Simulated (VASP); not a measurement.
# B: relaxation of cell and atoms with PBEsol

B:

```
B
1.0
    -1.00553    1.00553    1.00553
     1.00553   -1.00553    1.00553
     1.00553    1.00553   -1.00553
B
1
Direct
  0.00000 0.00000 0.00000
```

```json
{"Program": "VASP 6.6.1", "Task": "relaxation of cell and atoms", "Functional": "PBEsol", "Potentials or basis": "VASP PAW PBE potentials, release 64 (B)", "Cutoff": "600 eV", "k mesh": "26 × 26 × 26", "Occupations": "fermi-dirac, width 0.1 eV", "Spin": "no spin polarisation", "Target pressure": "190 GPa", "Dipole correction": "no", "Further INCAR settings": "ALGO = Normal; EDIFF = 1e-06; IBRION = 2; EDIFFG = -0.005; NSW = 60; ISIF = 3"}
```

The relaxed volume is 4.13 Å³/atom. The relaxed cell is a = 1.751 Å, b = 1.751 Å, c = 1.751 Å, α = 109.47°, β = 109.47°, γ = 109.47°. The space group after relaxing (to 0.05 Å) is Im-3m (No. 229) and the energy change on relaxing (the enthalpy is what falls) is -80.1 meV/atom. The ionic steps are 3. The pressure after relaxing is 189.9 GPa.

The path:
```
step  energy change (eV)  largest force (eV/Å)  pressure (GPa)  volume (Å³)
   1              0.0000                0.0000          203.33         4.07
   2             -0.2313                0.0000          164.01         4.27
   3             -0.0801                0.0000          189.87         4.13
```

Final structure:
```
CELL_PARAMETERS angstrom
-1.01088 1.01088 1.01088
1.01088 -1.01088 1.01088
1.01088 1.01088 -1.01088
ATOMIC_POSITIONS crystal
B 0.00000 0.00000 0.00000
```

Levels at points of the mesh, in eV from the Fermi level:
```csv
k point,band 1,band 2,band 3,band 4
"(0.00, 0.00, 0.00)",-23.79,22.09,22.09,22.09
"(0.50, 0.00, 0.00)",-12.97,-4.70,12.14,17.26
"(0.50, 0.50, 0.50)",0.34,0.34,0.34,11.16
```

It took 8.2 s on 1 thread of Intel(R) Xeon(R) Platinum 8259CL CPU @ 2.50GHz (Skylake/Cascade Lake), with other jobs on the host, peak memory 0.12 GiB.

Caveat: the cell is relaxed towards a set pressure, so the enthalpy falls and the energy may rise; the PAW data sets were made with another functional, which shifts forces and pressure a little.
